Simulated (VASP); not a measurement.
# TiAl (P-6m2) in VASP: notebook

TiAl is run at these levels: PBE; tasks: single point.

Program: VASP 6.6.1. These are calculated values, not measurements. Logs are shortened: lines on timing, memory, paths and dates and some standing lists are left out, and cuts for length are marked.

## Step 1: The cell of the first run

It takes space group P-6m2 (No. 187, hexagonal). Conventional cell: a = 2.848 Å, b = 2.848 Å, c = 4.647 Å, α = 90.00°, β = 90.00°, γ = 120.00°. Ti (site symmetry -6m2) has 6 Al at 2.85 Å and 6 Ti at 2.85 Å within 3.8 Å. Al (site symmetry -6m2) has 6 Ti at 2.85 Å and 6 Al at 2.85 Å within 3.8 Å.

## Step 2: Single point, PBE

Contents of INCAR:

```
  ALGO = Fast
  EDIFF = 1E-6
  ENCUT = 520
  GGA = PE
  ISIF = 2
  ISMEAR = -1
  LASPH = True
  LCHARG = False
  LREAL = False
  LWAVE = False
  NBANDS = 14
  NELM = 100
  PREC = Accurate
  SIGMA = 0.05
```

Contents of KPOINTS:

```
k-points
0
Gamma
  11 11 6
```

Contents of POSCAR:

```
TiAl
1.0
    2.8480182822      0.0000000000      0.0000000000
   -1.4240091410      2.4664561828      0.0000000000
    0.0000000000      0.0000000000      4.6466855238
Ti Al
1 1
Direct
    0.0000000000      0.0000000000      0.0000000000
    0.3333333333      0.6666666667      0.5000000000
```

Potentials or basis: VASP PAW PBE potentials, release 64 (Ti_sv, Al).

On the command line:

```
cat potpaw_PBE.64/Ti_sv/POTCAR potpaw_PBE.64/Al/POTCAR > POTCAR
mpirun -np 1 vasp_std > vasp.out
```

OUTCAR:

```text
EDIFF = 1E-6
   ENCUT = 520
   GGA = PE
   ISIF = 2
   ISMEAR = -1
   LASPH = True
   LREAL = False
   NELM = 100
   PREC = Accurate

 ion  position               nearest neighbor table
   1  0.000  0.000  0.000-   2 2.85   2 2.85   2 2.85   2 2.85   2 2.85   2 2.85
   2  0.333  0.667  0.500-   1 2.85   1 2.85   1 2.85   1 2.85   1 2.85   1 2.85

  LATTYP: Found a hexagonal cell.
 ALAT       =     2.8480182822
 C/A-ratio  =     1.6315504549

  Lattice vectors:

 A1 = (   2.8480182822,   0.0000000000,   0.0000000000)
 A2 = (  -1.4240091410,   2.4664561828,   0.0000000000)
 A3 = (   0.0000000000,   0.0000000000,   4.6466855238)

Analysis of symmetry for initial positions (statically):
=====================================================================
 Subroutine PRICEL returns:
 Original cell was already a primitive cell.

 Routine SETGRP: Setting up the symmetry group for a
 hexagonal supercell.

 Subroutine GETGRP returns: Found 12 space group operations
 (whereof 12 operations were pure point group operations)
 out of a pool of 24 trial point group operations.

The static configuration has the point symmetry D_3h.

Analysis of symmetry for dynamics (positions and initial velocities):
=====================================================================
 Subroutine PRICEL returns:
 Original cell was already a primitive cell.

 Routine SETGRP: Setting up the symmetry group for a
 hexagonal supercell.

 Subroutine GETGRP returns: Found 12 space group operations
 (whereof 12 operations were pure point group operations)
 out of a pool of 24 trial point group operations.

The dynamic configuration has the point symmetry D_3h.

 Subroutine INISYM returns: Found 12 space group operations
 (whereof 12 operations are pure point group operations),
 and found     1 'primitive' translations

----------------------------------------------------------------------------------------

                                     Primitive cell

  volume of cell :      32.6407

  direct lattice vectors                    reciprocal lattice vectors
     2.848018282  0.000000000  0.000000000     0.351121342  0.202720001  0.000000000
    -1.424009141  2.466456183  0.000000000     0.000000000  0.405440002  0.000000000
     0.000000000  0.000000000  4.646685524     0.000000000  0.000000000  0.215207161

  length of vectors
     2.848018282  2.848018282  4.646685524     0.405440002  0.405440002  0.215207161

  position of ions in fractional coordinates (direct lattice)
     0.000000000  0.000000000  0.000000000
     0.333333333  0.666666667  0.500000000
[... 83 lines left out ...]
   ISIF   =      2    stress and relaxation
   ISYM   =      2    0-nonsym 1-usesym 2-fastsym
   POTIM  = 0.5000    time-step for ionic-motion
   TEBEG  =    0.0;   TEEND  =   0.0 temperature during run
   PSTRESS=    0.0 pullay stress
   NELECT =      15.0000    total number of electrons
   NUPDOWN=      -1.0000    fix difference up-down
   EMIN   =  10.00;   EMAX   =-10.00  energy-range for DOS
   EFERMI =   0.00;   METHOD = LEGACY
   ISMEAR =    -1;   SIGMA  =   0.05  broadening in eV -4-tet -1-fermi 0-gaus
   EFERMI_NEDOS =   21; number of points for ismear=-14 and -15
   IALGO  =     68    algorithm
   IMIX   =      4    mixing-type and parameters
     AMIX     =   0.40;   BMIX     =  1.00
     AMIX_MAG =   1.60;   BMIX_MAG =  1.00
  volume/ion in A,a.u.               =      16.32       110.14
  Fermi-wavevector in a.u.,A,eV,Ry     =   1.263336  2.387358 21.715130  1.596017
  Thomas-Fermi vector in A             =   2.396698
   LORBIT       =      0    0 simple, 1 ext, 2 COOP (PROOUT), +10 PAW based schemes
   GGA     = PE    functional components
   LHFCALC =     F    Hartree Fock is set to
   AEXX    =    0.0000 exact exchange contribution
   IVDW    =     0    specifies the selected vdW correction
   LEPSILON=     F    determine dielectric tensor
   LRPA    =     F    only Hartree local field effects (RPA)
 non-spin polarized calculation
 RMM-DIIS sequential band-by-band and
  energy-cutoff  :      520.00
  volume of cell :       32.64
 maximum number of plane-waves:       889
 NGX is ok and might be reduce to    24
   NGX = 11   NGY = 11   NGZ = 17

 number of electron      15.0000004 magnetization

 Free energy of the ion-electron system (eV)
  ---------------------------------------------------
  ext. energy  EPLUGINS =         0.00000000
  ---------------------------------------------------
  free energy    TOTEN  =       -12.08379379 eV

  energy without entropy =      -12.06071314  energy(sigma->0) =      -12.07225346

 E-fermi :   8.0491     XC(G=0): -11.0174

 val. band max:        8.0167453272   @ k =   0.3636   0.0909   0.5000
 cond. band min:       8.0574513367   @ k =   0.4545   0.0909   0.3333
 fundamental gap:      0.0407060095
 Fermi energy:         8.0490674994

 k-point     1 :       0.0000    0.0000    0.0000
  band No.  band energies     occupation
      1     -48.4197      2.00000
      2     -24.7398      2.00000
      3     -24.3049      2.00000
      4     -24.3049      2.00000
      5      -0.9518      2.00000
      6       5.7452      2.00000
      7       6.2259      2.00000
      8       9.3645      0.00000
      9       9.3645      0.00000
     10      10.8999      0.00000
     11      10.8999      0.00000
     12      12.0648      0.00000
     13      21.1327      0.00000
     14      21.1327      0.00000
[... 377 lines left out ...]
      1     -48.3715      2.00000
      2     -24.6934      2.00000
      3     -24.5878      2.00000
      4     -24.3825      2.00000
      5       0.6185      2.00000
      6       5.6648      2.00000
      7       7.5066      1.99996
      8       8.3624      0.00379
      9      10.3650      0.00000
     10      10.4948      0.00000
     11      10.6110      0.00000
     12      13.3613      0.00000
     13      14.7915      0.00000
     14      16.3093      0.00000

 [... further k-points ...]
[... 5 lines left out ...]
  --------------------------------------------------------------------------------------
  -------------------------------------------------------------------------------------
  Total        0.5822581      0.5822581      0.2827319      0.0000000      0.0000000      0.0000000
  in kB       28.5802908     28.5802908     13.8779707      0.0000000      0.0000000      0.0000000
  external PRESSURE =      23.6795175 kB  Pullay stress =       0.0000000 kB

 VOLUME and BASIS-vectors are now :
 -----------------------------------------------------------------------------
  energy-cutoff  :      520.00
  volume of cell :       32.64
      direct lattice vectors                 reciprocal lattice vectors
     2.848018282  0.000000000  0.000000000     0.351121342  0.202720001  0.000000000
    -1.424009141  2.466456183  0.000000000     0.000000000  0.405440002  0.000000000
     0.000000000  0.000000000  4.646685524     0.000000000  0.000000000  0.215207161

 POSITION                                       TOTAL-FORCE (eV/Angst)
 -----------------------------------------------------------------------------------
      0.00000      0.00000      0.00000         0.000000     -0.000000      0.000000
     -0.00000      1.64430      2.32334        -0.000000      0.000000      0.000000
 -----------------------------------------------------------------------------------
    total drift:                                0.000000     -0.000000      0.000000

  FREE ENERGIE OF THE ION-ELECTRON SYSTEM (eV)
  ---------------------------------------------------
  free  energy   TOTEN  =       -12.0837937879 eV

  energy  without entropy=      -12.0607131404  energy(sigma->0) =      -12.07225346
```

OSZICAR:

```text
N       E                     dE             d eps       ncg     rms          rms(c)
DAV:   1     0.100305300953E+03    0.10031E+03   -0.71178E+03  1792   0.109E+03
DAV:   2    -0.763728823248E+01   -0.10794E+03   -0.10345E+03  1870   0.300E+02
DAV:   3    -0.133940770497E+02   -0.57568E+01   -0.56530E+01  2652   0.664E+01
[... 20 lines left out ...]
RMM:  24    -0.120837884879E+02   -0.35603E-05   -0.34890E-05  2288   0.303E-02    0.766E-03
RMM:  25    -0.120837904787E+02   -0.19908E-05   -0.16268E-05  1822   0.190E-02    0.683E-03
RMM:  26    -0.120837922494E+02   -0.17707E-05   -0.14994E-05  1923   0.158E-02    0.606E-03
RMM:  27    -0.120837932921E+02   -0.10427E-05   -0.90429E-06  1740   0.144E-02    0.208E-03
RMM:  28    -0.120837937879E+02   -0.49577E-06   -0.69924E-06  1553   0.103E-02
   1 F= -.12083794E+02 E0= -.12072253E+02  d E =-.230806E-01
```

Wall time 41 s (1 thread of Intel Xeon Platinum 8375C at 2.90GHz (Ice Lake), shared host); peak memory 0.17 GiB.

Results:

```yaml
Free_energy: -12.0838 eV
Pressure: 2.4 GPa
```

## Step 3: Single point, PBE

This run uses another cell than the first one, of 16.99 Å³/atom, 1.041 times its volume.

Contents of INCAR:

```
SYSTEM = TiAl
ALGO = Normal
EDIFF = 1E-7
ENCUT = 520
GGA = PE
ISIF = 2
ISMEAR = -1
LASPH = .TRUE.
LCHARG = .TRUE.
LELF = .TRUE.
LREAL = .FALSE.
LVHAR = .TRUE.
LWAVE = .FALSE.
NBANDS = 14
NELM = 60
PREC = Accurate
SIGMA = 0.05
```

Contents of KPOINTS:

```
k-points
0
G
  11 11 6
  0 0 0
```

Contents of POSCAR:

```
TiAl
1.0
    2.8862512777      0.0000000000      0.0000000000
   -1.4431256388      2.4995669282      0.0000000000
    0.0000000000      0.0000000000      4.7090645850
Ti Al
1 1
Direct
    0.0000000000      0.0000000000      0.0000000000
    0.3333333333      0.6666666667      0.5000000000
```

Potentials or basis: VASP PAW PBE potentials, release 64 (Ti_sv, Al).

On the command line:

```
cat potpaw_PBE.64/Ti_sv/POTCAR potpaw_PBE.64/Al/POTCAR > POTCAR
mpirun -np 1 vasp_std > vasp.out
```

OUTCAR:

```text
SYSTEM = TiAl
   EDIFF = 1E-7
   ENCUT = 520
   GGA = PE
   ISIF = 2
   ISMEAR = -1
   LASPH = .TRUE.
   LREAL = .FALSE.
   NELM = 60
   PREC = Accurate

 ion  position               nearest neighbor table
   1  0.000  0.000  0.000-   2 2.88   2 2.88   2 2.88   2 2.88   2 2.88   2 2.88
   2  0.333  0.667  0.500-   1 2.88   1 2.88   1 2.88   1 2.88   1 2.88   1 2.88

  LATTYP: Found a hexagonal cell.
 ALAT       =     2.8862512777
 C/A-ratio  =     1.6315504549

  Lattice vectors:

 A1 = (   2.8862512777,   0.0000000000,   0.0000000000)
 A2 = (  -1.4431256388,   2.4995669282,   0.0000000000)
 A3 = (   0.0000000000,   0.0000000000,   4.7090645850)

Analysis of symmetry for initial positions (statically):
=====================================================================
 Subroutine PRICEL returns:
 Original cell was already a primitive cell.

 Routine SETGRP: Setting up the symmetry group for a
 hexagonal supercell.

 Subroutine GETGRP returns: Found 12 space group operations
 (whereof 12 operations were pure point group operations)
 out of a pool of 24 trial point group operations.

The static configuration has the point symmetry D_3h.

Analysis of symmetry for dynamics (positions and initial velocities):
=====================================================================
 Subroutine PRICEL returns:
 Original cell was already a primitive cell.

 Routine SETGRP: Setting up the symmetry group for a
 hexagonal supercell.

 Subroutine GETGRP returns: Found 12 space group operations
 (whereof 12 operations were pure point group operations)
 out of a pool of 24 trial point group operations.

The dynamic configuration has the point symmetry D_3h.

 Subroutine INISYM returns: Found 12 space group operations
 (whereof 12 operations are pure point group operations),
 and found     1 'primitive' translations

----------------------------------------------------------------------------------------

                                     Primitive cell

[... 114 lines left out ...]
   LORBIT       =      0    0 simple, 1 ext, 2 COOP (PROOUT), +10 PAW based schemes
   GGA     = PE    functional components
   LHFCALC =     F    Hartree Fock is set to
   AEXX    =    0.0000 exact exchange contribution
   IVDW    =     0    specifies the selected vdW correction
   LEPSILON=     F    determine dielectric tensor
   LRPA    =     F    only Hartree local field effects (RPA)
 non-spin polarized calculation
  energy-cutoff  :      520.00
  volume of cell :       33.97
 maximum number of plane-waves:       941
 NGX is ok and might be reduce to    24
   NGX = 11   NGY = 11   NGZ = 17

 number of electron      14.9999997 magnetization

 Free energy of the ion-electron system (eV)
  ---------------------------------------------------
  ext. energy  EPLUGINS =         0.00000000
  ---------------------------------------------------
  free energy    TOTEN  =       -12.08580103 eV

  energy without entropy =      -12.06176719  energy(sigma->0) =      -12.07378411

 E-fermi :   7.6379     XC(G=0): -10.8490

 val. band max:        7.6244551357   @ k =   0.2727  -0.0000   0.5000
 cond. band min:       7.6385713994   @ k =   0.2727   0.0909   0.0000
 fundamental gap:      0.0141162637
 Fermi energy:         7.6379293446

 k-point     1 :       0.0000    0.0000    0.0000
  band No.  band energies     occupation
      1     -48.9220      2.00000
      2     -25.2345      2.00000
      3     -24.8417      2.00000
      4     -24.8417      2.00000
      5      -1.1654      2.00000
      6       5.3807      2.00000
      7       5.8412      2.00000
      8       8.9039      0.00000
      9       8.9039      0.00000
     10      10.3541      0.00000
     11      10.3541      0.00000
     12      11.4558      0.00000
     13      20.4088      0.00000
     14      20.4088      0.00000
[... 377 lines left out ...]
      1     -48.8810      2.00000
      2     -25.1945      2.00000
      3     -25.0898      2.00000
      4     -24.9100      2.00000
      5       0.3620      2.00000
      6       5.2975      2.00000
      7       7.1190      1.99994
      8       7.9513      0.00379
      9       9.8560      0.00000
     10       9.9741      0.00000
     11      10.0883      0.00000
     12      12.7461      0.00000
     13      14.1406      0.00000
     14      15.6071      0.00000

 [... further k-points ...]
[... 5 lines left out ...]
  --------------------------------------------------------------------------------------
  -------------------------------------------------------------------------------------
  Total       -0.2384077     -0.2384077     -0.6914962     -0.0000000     -0.0000000      0.0000000
  in kB      -11.2433919    -11.2433919    -32.6112041     -0.0000000     -0.0000000      0.0000000
  external PRESSURE =     -18.3659959 kB  Pullay stress =       0.0000000 kB

 VOLUME and BASIS-vectors are now :
 -----------------------------------------------------------------------------
  energy-cutoff  :      520.00
  volume of cell :       33.97
      direct lattice vectors                 reciprocal lattice vectors
     2.886251278  0.000000000  0.000000000     0.346470180  0.200034652  0.000000000
    -1.443125639  2.499566928  0.000000000     0.000000000  0.400069303  0.000000000
     0.000000000  0.000000000  4.709064585     0.000000000  0.000000000  0.212356399

 POSITION                                       TOTAL-FORCE (eV/Angst)
 -----------------------------------------------------------------------------------
      0.00000      0.00000      0.00000        -0.000000      0.000000      0.000000
     -0.00000      1.66638      2.35453         0.000000      0.000000      0.000000
 -----------------------------------------------------------------------------------
    total drift:                                0.000000     -0.000000      0.000000

  FREE ENERGIE OF THE ION-ELECTRON SYSTEM (eV)
  ---------------------------------------------------
  free  energy   TOTEN  =       -12.0858010280 eV

  energy  without entropy=      -12.0617671890  energy(sigma->0) =      -12.07378411
```

stdout:

```text
POSCAR found type information on POSCAR TiAl
 POSCAR found :  2 types and       2 ions
 scaLAPACK will be used
 LDA part: xc-table for (Slater+PW92), standard interpolation
 POSCAR, INCAR and KPOINTS ok, starting setup
 FFT: planning ... GRIDC
 FFT: planning ... GRID_SOFT
 FFT: planning ... GRID
 WAVECAR not read
 entering main loop
```

Wall time 23 s (1 thread of Intel Xeon Platinum 8375C at 2.90GHz (Ice Lake), shared host); peak memory 0.17 GiB.

What came out:

- Free energy: -12.0858 eV
- Pressure: -1.8 GPa

Levels at points of the mesh, in eV from the Fermi level:
```csv
k point,band 3,band 4,band 5,band 6,band 7,band 8,band 9,band 10,band 11,band 12
"(0.00, 0.00, 0.00)",-32.48,-32.48,-8.80,-2.26,-1.80,1.27,1.27,2.72,2.72,3.82
"(0.00, 0.00, 0.50)",-32.48,-32.48,-7.93,-5.20,-0.40,1.28,1.28,2.65,2.65,6.73
```
